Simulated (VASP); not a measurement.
# CdTe (F-43m) in VASP: further runs

The runs below take CdTe through relaxation of cell and atoms, single point, with PBE, PBEsol, LDA, r2SCAN.

Everything below comes from runs of VASP 6.6.1. Logs are shortened: lines on timing, memory, paths and dates and some standing lists are left out, and cuts for length are marked.

## Step 1: The cell of the first run

It takes space group F-43m (No. 216, cubic). Conventional cell: a = 6.410 Å, b = 6.410 Å, c = 6.410 Å, α = 90.00°, β = 90.00°, γ = 90.00°. Within 3.7 Å of Cd (site symmetry -43m) lie 4 Te at 2.78 Å. Te (site symmetry -43m) has 4 Cd at 2.78 Å within 3.7 Å.

## Step 2: Relaxation of cell and atoms, PBE

Input file INCAR:

```
  PREC = Accurate
  ENCUT = 600
  EDIFF = 1E-7
  ISMEAR = -1
  SIGMA = 0.02
  LREAL = False
  LASPH = True
  NELM = 100
  ALGO = Normal
  ISIF = 3
  LWAVE = False
  LCHARG = False
  GGA = PE
  IBRION = 2
  NSW = 80
  EDIFFG = -0.005
```

Input file KPOINTS:

```
regular mesh
0
Gamma
  6 6 6
```

Input file POSCAR:

```
CdTe
1.0
    0.0000000000      3.2050000000      3.2050000000
    3.2050000000      0.0000000000      3.2050000000
    3.2050000000      3.2050000000      0.0000000000
Cd Te
1 1
Direct
    0.0000000000      0.0000000000      0.0000000000
    0.2500000000      0.2500000000      0.2500000000
```

Potentials or basis: VASP PAW PBE potentials, release 64 (Cd, Te).

Started as:

```bash
$ cat potpaw_PBE.64/Cd/POTCAR potpaw_PBE.64/Te/POTCAR > POTCAR
$ mpirun -np 1 vasp_std > vasp.out
```

OUTCAR:

```text
PREC = Accurate
   ENCUT = 600
   EDIFF = 1E-7
   ISMEAR = -1
   LREAL = False
   LASPH = True
   NELM = 100
   ISIF = 3
   GGA = PE
   IBRION = 2
   NSW = 80
   EDIFFG = -0.005

 ion  position               nearest neighbor table
   1  0.000  0.000  0.000-   2 2.78   2 2.78   2 2.78   2 2.78
   2  0.250  0.250  0.250-   1 2.78   1 2.78   1 2.78   1 2.78

  LATTYP: Found a face centered cubic cell.
 ALAT       =     6.4100000000

  Lattice vectors:

 A1 = (   0.0000000000,   3.2050000000,   3.2050000000)
 A2 = (   3.2050000000,   0.0000000000,   3.2050000000)
 A3 = (   3.2050000000,   3.2050000000,   0.0000000000)

Analysis of symmetry for initial positions (statically):
=====================================================================
 Subroutine PRICEL returns:
 Original cell was already a primitive cell.

 Routine SETGRP: Setting up the symmetry group for a
 face centered cubic supercell.

 Subroutine GETGRP returns: Found 24 space group operations
 (whereof 24 operations were pure point group operations)
 out of a pool of 48 trial point group operations.

The static configuration has the point symmetry T_d .

Analysis of symmetry for dynamics (positions and initial velocities):
=====================================================================
 Subroutine PRICEL returns:
 Original cell was already a primitive cell.

 Routine SETGRP: Setting up the symmetry group for a
 face centered cubic supercell.

 Subroutine GETGRP returns: Found 24 space group operations
 (whereof 24 operations were pure point group operations)
 out of a pool of 48 trial point group operations.

The dynamic configuration has the point symmetry T_d .

 Subroutine INISYM returns: Found 24 space group operations
 (whereof 24 operations are pure point group operations),
 and found     1 'primitive' translations

----------------------------------------------------------------------------------------

                                     Primitive cell

  volume of cell :      65.8437

  direct lattice vectors                    reciprocal lattice vectors
     0.000000000  3.205000000  3.205000000    -0.156006240  0.156006240  0.156006240
     3.205000000  0.000000000  3.205000000     0.156006240 -0.156006240  0.156006240
     3.205000000  3.205000000  0.000000000     0.156006240  0.156006240 -0.156006240

  length of vectors
     4.532554467  4.532554467  4.532554467     0.270210734  0.270210734  0.270210734

  position of ions in fractional coordinates (direct lattice)
     0.000000000  0.000000000  0.000000000
[... 64 lines left out ...]
   LNONCOLLINEAR =      F non collinear calculations
   LSORBIT =      F    spin-orbit coupling
   LASPH  =      T    aspherical Exc in radial PAW
   ENCUT  =  600.0 eV  44.10 Ry    6.64 a.u.   9.05  9.05  9.05*2*pi/ulx,y,z
   NELM   =    100;   NELMIN=  2; NELMDL= -5     # of ELM steps
   EDIFF  = 0.1E-06   stopping-criterion for ELM
   LREAL  =      F    real-space projection
   EDIFFG = -.5E-02   stopping-criterion for IOM
   NSW    =     80    number of steps for IOM
   IBRION =      2    ionic relax: 0-MD 1-quasi-New 2-CG
   NFREE  =      1    steps in history (QN), initial steepest desc. (CG)
   ISIF   =      3    stress and relaxation
   ISYM   =      2    0-nonsym 1-usesym 2-fastsym
   POTIM  = 0.5000    time-step for ionic-motion
   TEBEG  =    0.0;   TEEND  =   0.0 temperature during run
   PSTRESS=    0.0 pullay stress
   NELECT =      18.0000    total number of electrons
   NUPDOWN=      -1.0000    fix difference up-down
   EMIN   =  10.00;   EMAX   =-10.00  energy-range for DOS
   EFERMI =   0.00;   METHOD = LEGACY
   ISMEAR =    -1;   SIGMA  =   0.02  broadening in eV -4-tet -1-fermi 0-gaus
   EFERMI_NEDOS =   21; number of points for ismear=-14 and -15
   IALGO  =     38    algorithm
   IMIX   =      4    mixing-type and parameters
     AMIX     =   0.40;   BMIX     =  1.00
     AMIX_MAG =   1.60;   BMIX_MAG =  1.00
  volume/ion in A,a.u.               =      32.92       222.17
  Fermi-wavevector in a.u.,A,eV,Ry     =   1.062497  2.007828 15.359610  1.128899
  Thomas-Fermi vector in A             =   2.197950
   LORBIT       =      0    0 simple, 1 ext, 2 COOP (PROOUT), +10 PAW based schemes
   GGA     = PE    functional components
   LHFCALC =     F    Hartree Fock is set to
   AEXX    =    0.0000 exact exchange contribution
   IVDW    =     0    specifies the selected vdW correction
   LEPSILON=     F    determine dielectric tensor
   LRPA    =     F    only Hartree local field effects (RPA)
 conjugate gradient relaxation of ions
 non-spin polarized calculation
  energy-cutoff  :      600.00
  volume of cell :       65.84
 maximum number of plane-waves:      2215
   NGX = 19   NGY = 19   NGZ = 19

--------------------------------------- Ionic step        1  -------------------------------------------

 number of electron      17.9999995 magnetization

 Free energy of the ion-electron system (eV)
  ---------------------------------------------------
  ext. energy  EPLUGINS =         0.00000000
  ---------------------------------------------------
  free energy    TOTEN  =        -4.72081579 eV

  energy without entropy =       -4.72081579  energy(sigma->0) =       -4.72081579

------------------------ aborting loop because EDIFF is reached ----------------------------------------

  FORCE on cell =-STRESS in cart. coord.  units (eV):
  Direction    XX          YY          ZZ          XY          YZ          ZX
  --------------------------------------------------------------------------------------
  -------------------------------------------------------------------------------------
  Total        1.7963449      1.7963449      1.7963449     -0.0000000      0.0000000      0.0000000
  in kB       43.7105437     43.7105437     43.7105437     -0.0000000      0.0000000      0.0000000
  external PRESSURE =      43.7105437 kB  Pullay stress =       0.0000000 kB
[... 59 lines left out ...]
--------------------------------------- Ionic step        3  -------------------------------------------

 number of electron      18.0000006 magnetization

 Free energy of the ion-electron system (eV)
  ---------------------------------------------------
  ext. energy  EPLUGINS =         0.00000000
  ---------------------------------------------------
  free energy    TOTEN  =        -4.80541463 eV

  energy without entropy =       -4.80541462  energy(sigma->0) =       -4.80541462

 E-fermi :   2.0804     XC(G=0):  -8.2974

 val. band max:        1.7823520208   @ k =   0.0000   0.0000   0.0000
 cond. band min:       2.3567039632   @ k =   0.0000   0.0000   0.0000
 fundamental gap:      0.5743519424
 Fermi energy:         2.0804361276

 k-point     1 :       0.0000    0.0000    0.0000
  band No.  band energies     occupation
      1      -9.0396      2.00000
      2      -6.3061      2.00000
      3      -6.3061      2.00000
      4      -6.3061      2.00000
      5      -6.0911      2.00000
      6      -6.0911      2.00000
      7       1.7824      2.00000
      8       1.7824      2.00000
      9       1.7824      2.00000
     10       2.3567      0.00000
     11       6.4198      0.00000
     12       6.4198      0.00000
     13       6.4198      0.00000
[... 267 lines left out ...]
  FREE ENERGIE OF THE ION-ELECTRON SYSTEM (eV)
  ---------------------------------------------------
  free  energy   TOTEN  =        -4.8054146263 eV

  energy  without entropy=       -4.8054146206  energy(sigma->0) =       -4.80541462

 reached required accuracy - stopping structural energy minimisation
```

OSZICAR:

```text
N       E                     dE             d eps       ncg     rms          rms(c)
DAV:   1     0.110941155402E+03    0.11094E+03   -0.90347E+03   416   0.135E+03
DAV:   2    -0.437505107703E+00   -0.11138E+03   -0.10709E+03   456   0.289E+02
DAV:   3    -0.490715393830E+01   -0.44696E+01   -0.44463E+01   521   0.613E+01
[... 32 lines left out ...]
DAV:   5    -0.480539727037E+01    0.62518E-04   -0.33023E-04   429   0.232E-01    0.978E-02
DAV:   6    -0.480541676942E+01   -0.19499E-04   -0.10902E-04   426   0.111E-01    0.316E-02
DAV:   7    -0.480541325619E+01    0.35132E-05   -0.60344E-06   471   0.280E-02    0.783E-03
DAV:   8    -0.480541457055E+01   -0.13144E-05   -0.22240E-06   441   0.107E-02    0.190E-03
DAV:   9    -0.480541462634E+01   -0.55793E-07   -0.79484E-08   358   0.347E-03
   3 F= -.48054146E+01 E0= -.48054146E+01  d E =-.845988E-01
```

CONTCAR:

```text
CdTe
   1.00000000000000
    -0.0000000000000000    3.3115367003064420    3.3115367003064420
     3.3115367003064420    0.0000000000000000    3.3115367003064420
     3.3115367003064420    3.3115367003064420    0.0000000000000000
  Cd              Te
     1     1
Direct
     0.0000000000000000    0.0000000000000000    0.0000000000000000
     0.2500000000000000    0.2500000000000000    0.2500000000000000

  0.00000000E+00  0.00000000E+00  0.00000000E+00
  0.00000000E+00  0.00000000E+00  0.00000000E+00
```

Run time: 30 s. Hardware: 1 thread of AMD EPYC 9R45 (Zen 5), shared host; peak memory 0.19 GiB.

Results:

* Free energy: -4.8054 eV
* Relaxed volume: 36.32 Å³/atom
* Relaxed cell: a = 4.683 Å, b = 4.683 Å, c = 4.683 Å, α = 60.00°, β = 60.00°, γ = 60.00°
* Space group after relaxing (to 0.05 Å): F-43m (No. 216)
* Energy gained by relaxing: 42.3 meV/atom
* Ionic steps: 3
* Pressure after relaxing: 0.0 GPa
* Band gap on the k mesh: 0.57 eV, direct

Step by step:
| step | energy change (eV) | largest force (eV/Å) | pressure (GPa) | volume (Å³) |
| --- | --- | --- | --- | --- |
| 1 | 0.0000 | 0.0000 | 4.37 | 65.84 |
| 2 | -0.0783 | 0.0000 | -0.93 | 74.78 |
| 3 | -0.0846 | 0.0000 | 0.02 | 72.63 |

Final structure:
```
Cd Te
1.0
     0.00000    3.31154    3.31154
     3.31154    0.00000    3.31154
     3.31154    3.31154    0.00000
Cd Te
1 1
Direct
  0.00000 0.00000 0.00000
  0.25000 0.25000 0.25000
```

Caveat: spin-orbit coupling is left out, which moves the levels of the heavy elements; the volume moved by +10 % from the deposited cell, more than functionals usually miss. Zero-point motion and thermal expansion aren't in these numbers.

## Step 3: Relaxation of cell and atoms, PBEsol

This run uses another cell than the first one, of 36.23 Å³/atom, 1.101 times its volume.

Input file INCAR:

```
SYSTEM = CdTe
ALGO = Normal
EDIFF = 1E-6
EDIFFG = -0.005
ENCUT = 600
GGA = PS
IBRION = 2
ISIF = 3
ISMEAR = -1
LASPH = .TRUE.
LCHARG = .FALSE.
LREAL = .FALSE.
LWAVE = .FALSE.
NELM = 100
NSW = 80
PREC = Accurate
SIGMA = 0.02
```

Input file KPOINTS:

```
k-points
0
G
  6 6 6
  0 0 0
```

Input file POSCAR:

```
CdTe
1.0
    0.0000000000      3.3090599595      3.3090599595
    3.3090599595      0.0000000000      3.3090599595
    3.3090599595      3.3090599595      0.0000000000
Cd Te
1 1
Direct
    0.0000000000      0.0000000000      0.0000000000
    0.2500000000      0.2500000000      0.2500000000
```

Potentials or basis: VASP PAW PBE potentials, release 64 (Cd, Te).

Started as:

```bash
$ cat potpaw_PBE.64/Cd/POTCAR potpaw_PBE.64/Te/POTCAR > POTCAR
$ mpirun -np 1 vasp_std > vasp.out
```

Run time: 31 s. Hardware: 1 thread of AMD EPYC 9R45 (Zen 5), shared host; peak memory 0.21 GiB.

Results (log left out):

| Quantity | Value |
| --- | --- |
| Free energy | -5.4846 eV |
| Relaxed volume | 34.27 Å³/atom |
| Relaxed cell | a = 4.594 Å, b = 4.594 Å, c = 4.594 Å, α = 60.00°, β = 60.00°, γ = 60.00° |
| Space group after relaxing (to 0.05 Å) | F-43m (No. 216) |
| Energy gained by relaxing | 13.0 meV/atom |
| Ionic steps | 3 |
| Pressure after relaxing | 0.0 GPa |
| Band gap on the k mesh | 0.64 eV, direct |

The path:
```csv
step,energy change (eV),largest force (eV/Å),pressure (GPa),volume (Å³)
1,0.0000,0.0000,-2.01,72.47
2,-0.0250,0.0000,0.47,67.80
3,-0.0261,0.0000,0.01,68.54
```

Final structure:
```
Cd Te
1.0
     0.00000    3.24817    3.24817
     3.24817    0.00000    3.24817
     3.24817    3.24817    0.00000
Cd Te
1 1
Direct
  0.00000 0.00000 0.00000
  0.25000 0.25000 0.25000
```

Levels at points of the mesh, in eV from the valence-band top:
```tsv
k point	band 7	band 8	band 9	band 10	band 11	band 12
(0.00, 0.00, 0.00)	0.00	0.00	0.00	0.64	4.55	4.55
(0.50, 0.00, 0.00)	-4.44	-0.77	-0.77	1.72	5.13	5.13
(0.50, 0.50, 0.00)	-4.32	-1.86	-1.86	2.50	2.60	8.68
```

Caveat: the PAW data sets were made with another functional, which shifts forces and pressure a little; spin-orbit coupling is left out, which moves the levels of the heavy elements. Expect the measured gap to be larger: semilocal functionals such as PBEsol lack the derivative discontinuity.

## Step 4: Relaxation of cell and atoms, LDA

This run uses another cell than the first one, of 36.23 Å³/atom, 1.101 times its volume.

Input file INCAR:

```
ALGO = Normal
EDIFF = 1E-7
EDIFFG = -0.005
ENCUT = 600
GGA = CA
IBRION = 2
ISIF = 3
ISMEAR = -1
LASPH = T
LCHARG = F
LREAL = F
LWAVE = F
NELM = 60
NSW = 80
PREC = Accurate
SIGMA = 0.02
```

Input file KPOINTS:

```
k-points
0
Gamma
  6 6 6
```

POSCAR is that of step 3.

Potentials or basis: VASP PAW LDA potentials, release 64 (Cd, Te).

Started as:

```bash
$ cat potpaw_LDA.64/Cd/POTCAR potpaw_LDA.64/Te/POTCAR > POTCAR
$ mpirun -np 1 vasp_std > vasp.out
```

Run time: 29 s. Hardware: 1 thread of AMD EPYC 9R45 (Zen 5), shared host; peak memory 0.17 GiB.

It converged, with:

```yaml
Free_energy: -6.0458 eV
Relaxed_volume: 33.08 Å³/atom
Relaxed_cell: a = 4.540 Å, b = 4.540 Å, c = 4.540 Å, α = 60.00°, β = 60.00°, γ = 60.00°
Space_group_after_relaxing_to_0.05_Å: F-43m (No. 216)
Energy_gained_by_relaxing: 36.3 meV/atom
Ionic_steps: 3
Pressure_after_relaxing: 0.0 GPa
Band_gap_on_the_k_mesh: 0.64 eV, direct
```

The path:
```
step  energy change (eV)  largest force (eV/Å)  pressure (GPa)  volume (Å³)
   1              0.0000                0.0000           -3.38        72.47
   2             -0.0679                0.0000            1.06        64.74
   3             -0.0726                0.0000            0.00        66.16
```

Final structure:
```
Cd Te
1.0
     0.00000    3.21009    3.21009
     3.21009    0.00000    3.21009
     3.21009    3.21009    0.00000
Cd Te
1 1
Direct
  0.00000 0.00000 0.00000
  0.25000 0.25000 0.25000
```

Levels at points of the mesh, in eV from the valence-band top:
```csv
k point,band 5,band 6,band 7,band 8,band 9,band 10,band 11,band 12,band 13
"(0.00, 0.00, 0.00)",-8.11,-8.11,0.00,0.00,0.00,0.64,4.48,4.48,4.48
"(0.50, 0.00, 0.00)",-8.10,-7.75,-4.67,-0.83,-0.83,1.68,5.08,5.08,6.88
"(0.50, 0.50, 0.00)",-8.08,-7.60,-4.52,-1.99,-1.99,2.38,2.54,8.79,9.13
```

Caveat: spin-orbit coupling is left out, which moves the levels of the heavy elements. LDA gaps usually lie below the measured ones, often by a third to a half.

## Step 5: Relaxation of cell and atoms, r2SCAN

This run uses another cell than the first one, of 36.23 Å³/atom, 1.101 times its volume.

POSCAR is that of step 4.

Input file INCAR.step1:

```
PREC = Accurate
ENCUT = 600
ISMEAR = -1
SIGMA = 0.02
LREAL = False
LASPH = True
NELM = 60
GGA = PE
ALGO = Normal
EDIFF = 1E-4
LWAVE = True
LCHARG = False
```

Input file INCAR.step2:

```
PREC = Accurate
ENCUT = 600
EDIFF = 1E-6
ISMEAR = -1
SIGMA = 0.02
LREAL = False
LASPH = True
NELM = 60
ALGO = Normal
ISIF = 3
LWAVE = False
LCHARG = False
METAGGA = R2SCAN
LMIXTAU = True
IBRION = 2
NSW = 80
EDIFFG = -0.005
ISTART = 1
```

Input file KPOINTS:

```
Automatic mesh
0
Gamma
  6 6 6
```

Potentials or basis: VASP PAW PBE potentials, release 64 (Cd, Te).

Started as:

```bash
$ cat potpaw_PBE.64/Cd/POTCAR potpaw_PBE.64/Te/POTCAR > POTCAR
$ cp INCAR.step1 INCAR
$ mpirun -np 1 vasp_std > vasp.out
$ cp INCAR.step2 INCAR
$ mpirun -np 1 vasp_std > vasp.out
```

Run time: 2.4 min. Hardware: 1 thread of AMD EPYC 9R45 (Zen 5), shared host; peak memory 0.23 GiB.

The run converged. Its results:

```yaml
Free_energy: -46.6423 eV
Relaxed_volume: 35.31 Å³/atom
Relaxed_cell: a = 4.640 Å, b = 4.640 Å, c = 4.640 Å, α = 60.00°, β = 60.00°, γ = 60.00°
Space_group_after_relaxing_to_0.05_Å: F-43m (No. 216)
Energy_gained_by_relaxing: 2.9 meV/atom
Ionic_steps: 3
Pressure_after_relaxing: 0.0 GPa
Band_gap_on_the_k_mesh: 1.15 eV, direct
```

Step by step:
| step | energy change (eV) | largest force (eV/Å) | pressure (GPa) | volume (Å³) |
| --- | --- | --- | --- | --- |
| 1 | 0.0000 | 0.0000 | -0.96 | 72.47 |
| 2 | -0.0055 | 0.0000 | 0.25 | 70.21 |
| 3 | -0.0058 | 0.0000 | 0.01 | 70.62 |

Final structure:
```cif
data_structure
_symmetry_space_group_name_H-M 'P 1'
_symmetry_Int_Tables_number 1
_cell_length_a 4.6396
_cell_length_b 4.6396
_cell_length_c 4.6396
_cell_angle_alpha 60.000
_cell_angle_beta 60.000
_cell_angle_gamma 60.000
_cell_volume 70.62
loop_
_atom_site_label
_atom_site_type_symbol
_atom_site_fract_x
_atom_site_fract_y
_atom_site_fract_z
_atom_site_occupancy
Cd1 Cd 0.00000 0.00000 0.00000 1
Te1 Te 0.25000 0.25000 0.25000 1
```

Levels at points of the mesh, in eV from the valence-band top:
```
           k point  band 7  band 8  band 9  band 10  band 11  band 12
(0.00, 0.00, 0.00)    0.00    0.00    0.00     1.15     5.05     5.05
(0.50, 0.00, 0.00)   -4.28   -0.74   -0.74     2.19     5.60     5.60
(0.50, 0.50, 0.00)   -4.17   -1.79   -1.79     2.96     2.99     9.25
```

Caveat: the PAW data sets were made with another functional, which shifts forces and pressure a little; spin-orbit coupling is left out, which moves the levels of the heavy elements. r2SCAN opens gaps a little over a GGA but as a rule still falls short of measured ones.

[end of part 1 of 2]
